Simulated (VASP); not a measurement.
Wanted: the native input for a VASP 6.6.1 run.

```yaml
Task: relaxation of cell and atoms
Functional: PBEsol
Potentials_or_basis: VASP PAW PBE potentials, release 64 (Al, Cu)
Cutoff: 600 eV
k_mesh: 10 × 10 × 14
Occupations: gaussian, width 0.1 eV
Spin: no spin polarisation
Dipole_correction: no
Further_INCAR_settings: ALGO = Fast; EDIFF = 1e-06; IBRION = 2; EDIFFG = -0.002; NSW = 100; ISIF = 3
```

The structure of Al2Cu lies in POSCAR:

```
Al2Cu
1.0
    4.1051820000      0.0000000000      0.0000000000
    0.0000000000      4.1051820000      0.0000000000
    0.0000000000      0.0000000000      2.8913130000
Al Cu
2 1
Direct
    0.5000000000      0.0000000000      0.5000000000
    0.0000000000      0.5000000000      0.5000000000
    0.0000000000      0.0000000000      0.0000000000
```

The input as run:

INCAR

```
ALGO     = Fast           # electronic algorithm
EDIFF    = 1E-6           # SCF threshold, eV
EDIFFG   = -0.002         # ionic threshold
ENCUT    = 600            # plane-wave cutoff, eV
GGA      = PS             # functional
IBRION   = 2              # ionic algorithm
ISIF     = 3              # what is computed and relaxed
ISMEAR   = 0              # smearing method
LASPH    = True           # aspherical terms in the spheres
LCHARG   = False          # write CHGCAR
LREAL    = False          # projectors in reciprocal space
LWAVE    = False          # write WAVECAR
NELM     = 100            # most SCF steps
NSW      = 100            # ionic steps
PREC     = Accurate       # precision mode
SIGMA    = 0.1            # smearing width, eV
```

KPOINTS

```
k-points
0
Gamma
  10 10 14
```

Potentials or basis: VASP PAW PBE potentials, release 64 (Al, Cu).

The run is started by

```console
$ cat potpaw_PBE.64/Al/POTCAR potpaw_PBE.64/Cu/POTCAR > POTCAR
$ mpirun -np 1 vasp_std > vasp.out
```

Results of the run:

- Relaxed volume: 15.89 Å³/atom
- Relaxed cell: a = 4.090 Å, b = 4.090 Å, c = 2.850 Å, α = 90.00°, β = 90.00°, γ = 90.00°
- Space group after relaxing (to 0.1 Å): P4/mmm (No. 123)
- Energy gained by relaxing: 2.9 meV/atom
- Ionic steps: 17
- Pressure after relaxing: 0.0 GPa
- Band gap on the k mesh: zero (an odd number of electrons rules out a gap without spin polarisation)

Caveat: the PAW data sets were made with another functional, which shifts forces and pressure a little.

It took 9.4 min on 1 thread of Intel(R) Xeon(R) Platinum 8488C (Sapphire Rapids) (shared host), peak memory 0.28 GiB.
